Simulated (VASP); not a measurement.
# AgI3 (P6_3/mmc) in VASP: relaxation of cell and atoms with PBE

Aim: the relaxation of cell and atoms of AgI3 with PBE.

Program: VASP 6.6.1. These are calculated values, not measurements. Logs are shortened: lines on timing, memory, paths and dates and some standing lists are left out, and cuts for length are marked.

**1. The cell of the first run**

It takes space group P6_3/mmc (No. 194, hexagonal). Conventional cell: a = 7.543 Å, b = 7.543 Å, c = 6.054 Å, α = 90.00°, β = 90.00°, γ = 120.00°. Ag (site symmetry -6m2) has 12 I at 3.73 to 3.77 Å within 4.9 Å. Within 4.9 Å of I (site symmetry mm2) lie 4 Ag at 3.73 to 3.77 Å and 8 I at 3.73 to 3.78 Å.

**2. Relaxation of cell and atoms, PBE**

INCAR reads:

```
  PREC = Accurate
  ENCUT = 500
  EDIFF = 1E-7
  ISMEAR = 0
  SIGMA = 0.1
  LREAL = False
  LASPH = True
  NELM = 120
  ALGO = Normal
  ISIF = 3
  LWAVE = False
  LCHARG = False
  GGA = PE
  IBRION = 2
  NSW = 100
  EDIFFG = -0.01
  GGA_COMPAT = False
  NELMIN = 4
```

KPOINTS reads:

```
regular mesh
0
Gamma
  6 6 6
```

POSCAR reads:

```
AgI3
1.0
    7.5429792912      0.0000000000      0.0000000000
   -3.7714896456      6.5324116864      0.0000000000
    0.0000000000      0.0000000000      6.0544047049
Ag I
2 6
Direct
    0.3333333333      0.6666666667      0.2500000000
    0.6666666667      0.3333333333      0.7500000000
    0.8330000000      0.6660000000      0.2500000000
    0.1670000000      0.8330000000      0.7500000000
    0.3340000000      0.1670000000      0.2500000000
    0.1670000000      0.3340000000      0.7500000000
    0.8330000000      0.1670000000      0.2500000000
    0.6660000000      0.8330000000      0.7500000000
```

Potentials or basis: VASP PAW PBE potentials, release 64 (Ag, I).

Command:

```bash
$ cat potpaw_PBE.64/Ag/POTCAR potpaw_PBE.64/I/POTCAR > POTCAR
$ mpirun -np 1 vasp_std > vasp.out
```

OUTCAR:

```text
PREC = Accurate
   ENCUT = 500
   EDIFF = 1E-7
   ISMEAR = 0
   LREAL = False
   LASPH = True
   NELM = 120
   ISIF = 3
   GGA = PE
   IBRION = 2
   NSW = 100
   EDIFFG = -0.01
   NELMIN = 4

 ion  position               nearest neighbor table
   1  0.333  0.667  0.250-
   2  0.667  0.333  0.750-
   3  0.833  0.666  0.250-
   4  0.167  0.833  0.750-
   5  0.334  0.167  0.250-
   6  0.167  0.334  0.750-
   7  0.833  0.167  0.250-
   8  0.666  0.833  0.750-

  LATTYP: Found a hexagonal cell.
 ALAT       =     7.5429792912
 C/A-ratio  =     0.8026542923

  Lattice vectors:

 A1 = (   7.5429792912,   0.0000000000,   0.0000000000)
 A2 = (  -3.7714896456,   6.5324116864,   0.0000000000)
 A3 = (   0.0000000000,   0.0000000000,   6.0544047049)

Analysis of symmetry for initial positions (statically):
=====================================================================
 Subroutine PRICEL returns:
 Original cell was already a primitive cell.

 Routine SETGRP: Setting up the symmetry group for a
 hexagonal supercell.

 Subroutine GETGRP returns: Found 24 space group operations
 (whereof 12 operations were pure point group operations)
 out of a pool of 24 trial point group operations.

The static configuration has the point symmetry D_3d.
 The point group associated with its full space group is D_6h.

Analysis of symmetry for dynamics (positions and initial velocities):
=====================================================================
 Subroutine PRICEL returns:
 Original cell was already a primitive cell.

 Routine SETGRP: Setting up the symmetry group for a
 hexagonal supercell.

 Subroutine GETGRP returns: Found 24 space group operations
 (whereof 12 operations were pure point group operations)
 out of a pool of 24 trial point group operations.

The dynamic configuration has the point symmetry D_3d.
 The point group associated with its full space group is D_6h.

 Subroutine INISYM returns: Found 24 space group operations
 (whereof 12 operations are pure point group operations),
 and found     1 'primitive' translations

----------------------------------------------------------------------------------------

                                     Primitive cell

  volume of cell :     298.3238

  direct lattice vectors                    reciprocal lattice vectors
     7.542979291  0.000000000  0.000000000     0.132573611  0.076541410  0.000000000
    -3.771489646  6.532411686  0.000000000     0.000000000  0.153082820  0.000000000
     0.000000000  0.000000000  6.054404705     0.000000000  0.000000000  0.165169005

  length of vectors
     7.542979291  7.542979291  6.054404705     0.153082820  0.153082820  0.165169005

  position of ions in fractional coordinates (direct lattice)
     0.333333333  0.666666667  0.250000000
     0.666666667  0.333333333  0.750000000
     0.833000000  0.666000000  0.250000000
     0.167000000  0.833000000  0.750000000
     0.334000000  0.167000000  0.250000000
     0.167000000  0.334000000  0.750000000
     0.833000000  0.167000000  0.250000000
     0.666000000  0.833000000  0.750000000

  ion indices of the primitive-cell ions
   primitive index   ion index
                 1           1
                 2           2
                 3           3
                 4           4
                 5           5
                 6           6
                 7           7
                 8           8

----------------------------------------------------------------------------------------

 KPOINTS: regular mesh

Automatic generation of k-mesh.
 Grid dimensions read from file:
 generate k-points for:    6    6    6

 Generating k-lattice:

  Cartesian coordinates                     Fractional coordinates (reciprocal lattice)
     0.022095602  0.012756902  0.000000000     0.166666667  0.000000000  0.000000000
     0.000000000  0.025513803  0.000000000     0.000000000  0.166666667  0.000000000
     0.000000000  0.000000000  0.027528167     0.000000000  0.000000000  0.166666667

  Length of vectors
     0.025513803  0.025513803  0.027528167

  Shift w.r.t. Gamma in fractional coordinates (k-lattice)
     0.000000000  0.000000000  0.000000000

 Subroutine IBZKPT returns following result:
 ===========================================

 Found     28 irreducible k-points:

 Following reciprocal coordinates:
            Coordinates               Weight
  0.000000  0.000000  0.000000      1.000000
  0.166667  0.000000  0.000000      6.000000
  0.333333  0.000000  0.000000      6.000000
  0.500000  0.000000  0.000000      3.000000
  0.166667  0.166667  0.000000      6.000000
  0.333333  0.166667  0.000000     12.000000
[... 16 lines left out ...]
  0.166667  0.000000  0.500000      6.000000
  0.333333  0.000000  0.500000      6.000000
 [... further k-points ...]
   k-points           NKPTS =     28   k-points in BZ     NKDIM =     28   number of bands    NBANDS=     38
   number of dos      NEDOS =    301   number of ions     NIONS =      8
   total plane-waves  NPLWV = 150528
   dimension x,y,z NGX =    56 NGY =   56 NGZ =   48
   dimension x,y,z NGXF=   112 NGYF=  112 NGZF=   96
   ions per type =               2   6
   NGX,Y,Z   is equivalent  to a cutoff of  12.34, 12.34, 13.18 a.u.
   NGXF,Y,Z  is equivalent  to a cutoff of  24.68, 24.68, 26.36 a.u.
 SYSTEM =  unknown system
   PREC   = accura    normal or accurate (medium, high low for compatibility)
   ISTART =      0    job   : 0-new  1-cont  2-samecut
   ICHARG =      2    charge: 1-file 2-atom 10-const
   ISPIN  =      1    spin polarized calculation?
   LNONCOLLINEAR =      F non collinear calculations
   LSORBIT =      F    spin-orbit coupling
   LASPH  =      T    aspherical Exc in radial PAW
   ENCUT  =  500.0 eV  36.75 Ry    6.06 a.u.  13.75 13.75 11.04*2*pi/ulx,y,z
   NELM   =    120;   NELMIN=  4; NELMDL= -5     # of ELM steps
   EDIFF  = 0.1E-06   stopping-criterion for ELM
   LREAL  =      F    real-space projection
   EDIFFG = -.1E-01   stopping-criterion for IOM
   NSW    =    100    number of steps for IOM
   IBRION =      2    ionic relax: 0-MD 1-quasi-New 2-CG
   NFREE  =      1    steps in history (QN), initial steepest desc. (CG)
   ISIF   =      3    stress and relaxation
   ISYM   =      2    0-nonsym 1-usesym 2-fastsym
   POTIM  = 0.5000    time-step for ionic-motion
   TEBEG  =    0.0;   TEEND  =   0.0 temperature during run
   PSTRESS=    0.0 pullay stress
   NELECT =      64.0000    total number of electrons
   NUPDOWN=      -1.0000    fix difference up-down
   EMIN   =  10.00;   EMAX   =-10.00  energy-range for DOS
   EFERMI =   0.00;   METHOD = LEGACY
   ISMEAR =     0;   SIGMA  =   0.10  broadening in eV -4-tet -1-fermi 0-gaus
   EFERMI_NEDOS =   21; number of points for ismear=-14 and -15
   IALGO  =     38    algorithm
   IMIX   =      4    mixing-type and parameters
     AMIX     =   0.40;   BMIX     =  1.00
     AMIX_MAG =   1.60;   BMIX_MAG =  1.00
  volume/ion in A,a.u.               =      37.29       251.65
  Fermi-wavevector in a.u.,A,eV,Ry     =   0.980029  1.851986 13.067804  0.960457
  Thomas-Fermi vector in A             =   2.110928
   LORBIT       =      0    0 simple, 1 ext, 2 COOP (PROOUT), +10 PAW based schemes
   GGA     = PE    functional components
   LHFCALC =     F    Hartree Fock is set to
   AEXX    =    0.0000 exact exchange contribution
   IVDW    =     0    specifies the selected vdW correction
   LEPSILON=     F    determine dielectric tensor
   LRPA    =     F    only Hartree local field effects (RPA)
 conjugate gradient relaxation of ions
 non-spin polarized calculation
 Gauss-broadening in eV      SIGMA  =   0.10
  energy-cutoff  :      500.00
  volume of cell :      298.32
 maximum number of plane-waves:      7618
 NGX is ok and might be reduce to    56
   NGX = 27   NGY = 27   NGZ = 23

--------------------------------------- Ionic step        1  -------------------------------------------

 number of electron      63.9999992 magnetization

 Free energy of the ion-electron system (eV)
  ---------------------------------------------------
  ext. energy  EPLUGINS =         0.00000000
  ---------------------------------------------------
  free energy    TOTEN  =       -10.69852116 eV

  energy without entropy =      -10.61312809  energy(sigma->0) =      -10.65582463

------------------------ aborting loop because EDIFF is reached ----------------------------------------

  FORCE on cell =-STRESS in cart. coord.  units (eV):
  Direction    XX          YY          ZZ          XY          YZ          ZX
  --------------------------------------------------------------------------------------
  -------------------------------------------------------------------------------------
  Total       -2.9810777     -2.9810777     -3.4198921      0.0000000     -0.0000000      0.0000000
  in kB      -16.0101712    -16.0101712    -18.3668670      0.0000000     -0.0000000      0.0000000
  external PRESSURE =     -16.7957364 kB  Pullay stress =       0.0000000 kB
[... 107 lines left out ...]
  FREE ENERGIE OF THE ION-ELECTRON SYSTEM (eV)
  ---------------------------------------------------
  free  energy   TOTEN  =       -10.9371674852 eV

  energy  without entropy=      -10.8669430828  energy(sigma->0) =      -10.90205528

 E-fermi :   5.5299     XC(G=0):  -9.2194

 val. band max:        5.5239792836   @ k =   0.3333   0.1667   0.0000
 cond. band min:       5.5380610937   @ k =   0.5000   0.0000   0.1667
 fundamental gap:      0.0140818101
 Fermi energy:         5.5299027753

 k-point     1 :       0.0000    0.0000    0.0000
  band No.  band energies     occupation
      1      -9.2162      2.00000
      2      -8.3853      2.00000
      3      -7.2507      2.00000
      4      -7.2507      2.00000
      5      -6.8593      2.00000
      6      -6.8593      2.00000
[... 973 lines left out ...]
     37       9.9981      0.00000
     38       9.9981      0.00000

 [... further k-points ...]

[... ionic steps 4 to 30 ...]

--------------------------------------- Ionic step       31  -------------------------------------------

 number of electron      64.0000019 magnetization

------------------------ aborting loop because EDIFF is reached ----------------------------------------
[... 79 lines left out ...]
--------------------------------------- Ionic step       33  -------------------------------------------

 number of electron      64.0000017 magnetization

 Free energy of the ion-electron system (eV)
  ---------------------------------------------------
  ext. energy  EPLUGINS =         0.00000000
  ---------------------------------------------------
  free energy    TOTEN  =       -13.45803564 eV

  energy without entropy =      -13.37356294  energy(sigma->0) =      -13.41579929

 E-fermi :   2.1602     XC(G=0):  -7.9583

 val. band max:        2.1501134719   @ k =   0.3333   0.1667   0.3333
 cond. band min:       2.1909990633   @ k =   0.3333   0.0000   0.3333
 fundamental gap:      0.0408855914
 Fermi energy:         2.1602202702

 k-point     1 :       0.0000    0.0000    0.0000
  band No.  band energies     occupation
      1     -10.3432      2.00000
      2      -9.8573      2.00000
      3      -9.8427      2.00000
      4      -9.8427      2.00000
      5      -9.6005      2.00000
      6      -9.6005      2.00000
[... 973 lines left out ...]
     37       7.4092      0.00000
     38       7.4092      0.00000

 [... further k-points ...]

------------------------ aborting loop because EDIFF is reached ----------------------------------------

  FORCE on cell =-STRESS in cart. coord.  units (eV):
  Direction    XX          YY          ZZ          XY          YZ          ZX
  --------------------------------------------------------------------------------------
  -------------------------------------------------------------------------------------
  Total       -0.0669448     -0.0669448      0.0582479      0.0000000     -0.0000000     -0.0000000
  in kB       -0.3323569     -0.3323569      0.2891798      0.0000000     -0.0000000     -0.0000000
  external PRESSURE =      -0.1251780 kB  Pullay stress =       0.0000000 kB
[... 23 lines left out ...]
  FREE ENERGIE OF THE ION-ELECTRON SYSTEM (eV)
  ---------------------------------------------------
  free  energy   TOTEN  =       -13.4580356387 eV

  energy  without entropy=      -13.3735629383  energy(sigma->0) =      -13.41579929

 reached required accuracy - stopping structural energy minimisation
```

Wall time 63 min (1 thread of Intel Xeon 6975P-C (Granite Rapids), shared host); peak memory 0.59 GiB.

What came out:

| Property | Result |
| --- | --- |
| Free energy | -13.4580 eV |
| Relaxed volume | 40.34 Å³/atom |
| Relaxed cell | a = 9.882 Å, b = 9.882 Å, c = 3.816 Å, α = 90.00°, β = 90.00°, γ = 120.00° |
| Space group after relaxing (to 0.1 Å) | P6_3/mmc (No. 194) |
| Energy gained by relaxing | 344.9 meV/atom |
| Ionic steps | 33 |
| Pressure after relaxing | 0.0 GPa |
| Largest force after relaxing | 0.007 eV/Å |
| Band gap on the k mesh | zero (bands 32 and 33 overlap by 0.52 eV) |

Forces in eV/Å, atoms in the order of the input:
```
Ag   0.000  0.000  0.000
Ag   0.000  0.000  0.000
I    0.000  0.007  0.000
I   -0.006  0.004  0.000
I   -0.006 -0.004  0.000
I    0.000 -0.007  0.000
I    0.006 -0.004  0.000
I    0.006  0.004  0.000
```

Step by step:
| step | energy change (eV) | largest force (eV/Å) | pressure (GPa) | volume (Å³) |
| --- | --- | --- | --- | --- |
| 1 | 0.0000 | 0.3578 | -1.68 | 298.32 |
| 2 | -0.1721 | 0.3444 | -0.86 | 281.76 |
| 3 | -0.2386 | 0.3015 | 0.29 | 266.20 |
| 4 | -0.2958 | 0.2162 | 0.28 | 265.81 |
| 5 | -0.4717 | 0.0524 | 0.42 | 264.41 |
| 6 | -0.7442 | 0.5922 | 1.62 | 260.63 |
| 7 | 0.2637 | 3.0092 | 9.85 | 248.88 |
| 8 | -0.7258 | 0.7897 | 2.18 | 259.74 |
| 9 | -0.7349 | 0.7985 | 2.20 | 259.82 |
| 10 | -0.7622 | 0.8254 | 2.27 | 260.05 |
| 11 | -0.8161 | 0.8807 | 2.43 | 260.46 |
| 12 | -0.9183 | 1.0016 | 2.80 | 261.19 |
| 13 | -1.0681 | 1.3187 | 3.82 | 262.15 |
| 14 | -0.7798 | 2.4035 | 7.39 | 262.07 |
| 15 | -1.0586 | 1.5442 | 4.51 | 262.37 |
| 16 | -1.2822 | 1.5368 | 4.36 | 266.44 |
| 17 | -1.6899 | 1.6539 | 4.50 | 277.45 |
| 18 | -0.9289 | 2.4023 | 8.08 | 293.38 |
| 19 | -1.5461 | 1.9954 | 5.70 | 285.62 |
| 20 | -2.0327 | 1.4574 | 3.71 | 298.81 |
| 21 | -2.5649 | 0.5378 | 0.53 | 330.33 |
| 22 | -2.6039 | 0.3309 | -0.11 | 340.15 |
| 23 | -2.6078 | 0.2542 | -0.34 | 344.22 |
| 24 | -2.6202 | 0.2519 | -0.30 | 342.80 |
| 25 | -2.6532 | 0.2458 | -0.17 | 338.56 |
| 26 | -2.7008 | 0.2367 | 0.15 | 330.11 |
| 27 | -2.7152 | 0.2357 | 1.03 | 313.36 |
| 28 | -2.7244 | 0.2313 | 0.64 | 319.98 |
| 29 | -2.7451 | 0.1432 | 0.36 | 321.52 |
| 30 | -2.7590 | 0.0033 | -0.09 | 324.32 |
| 31 | -2.7590 | 0.0074 | -0.07 | 324.24 |
| 32 | -2.7592 | 0.0073 | -0.05 | 323.75 |
| 33 | -2.7595 | 0.0071 | -0.01 | 322.72 |

Final structure:
```
Ag I
1.0
     9.88219    0.00000    0.00000
    -4.94110    8.55823    0.00000
     0.00000    0.00000    3.81580
Ag I
2 6
Direct
  0.33333 0.66667 0.25000
  0.66667 0.33333 0.75000
  0.79785 0.59570 0.25000
  0.20215 0.79785 0.75000
  0.40430 0.20215 0.25000
  0.20215 0.40430 0.75000
  0.79785 0.20215 0.25000
  0.59570 0.79785 0.75000
```

Caveat: a cell axis changed by over 15 % at a fixed basis, so the end point is rough; spin-orbit coupling is left out, which moves the levels of the heavy elements; this functional lacks dispersion, which binds layers or chains, so the pressure and a relaxed spacing across them are unreliable.

The gap in the log of VASP goes by the Fermi energy; the results here count the filled bands.